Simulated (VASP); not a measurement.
A run of VASP 6.6.1 is set up as follows.

Contents of INCAR:

```
SYSTEM = Br
PREC     = Accurate       ! precision mode
ENCUT    = 520            ! plane-wave cutoff, eV
EDIFF    = 1E-6           ! SCF threshold, eV
ISMEAR   = 0              ! smearing method
SIGMA    = 0.02           ! smearing width, eV
LREAL    = .FALSE.        ! projectors in reciprocal space
LASPH    = .TRUE.         ! aspherical terms in the spheres
NELM     = 80             ! most SCF steps
ALGO     = Normal         ! electronic algorithm
ISIF     = 2              ! what is computed and relaxed
LWAVE    = .FALSE.        ! write WAVECAR
LCHARG   = .FALSE.        ! write CHGCAR
GGA      = PE             ! functional
IVDW     = 12             ! dispersion correction
NBANDS   = 22             ! bands
```

File KPOINTS:

```
Automatic mesh
0
G
  12 12 6
  0 0 0
```

File POSCAR:

```
Br
1.0
    2.5125407593     -1.7063520141      0.0000000000
    2.5125407593      1.7063520141      0.0000000000
    0.0000000000      0.0000000000      7.6554507388
Br
4
Direct
    0.2069542987      0.7930457013      0.1240224882
    0.7069542987      0.2930457013      0.3759775118
    0.7930457013      0.2069542987      0.8759775118
    0.2930457013      0.7069542987      0.6240224882
```

Potentials or basis: VASP PAW PBE potentials, release 64 (Br).

Run with:

```bash
$ cat potpaw_PBE.64/Br/POTCAR > POTCAR
$ mpirun -np 1 vasp_std > vasp.out
```

(1) Estimate the dispersion energy per atom.

(2) What does it give for the largest force?

Results:

(1) -0.450 eV.

(2) 0.006 eV/Å.
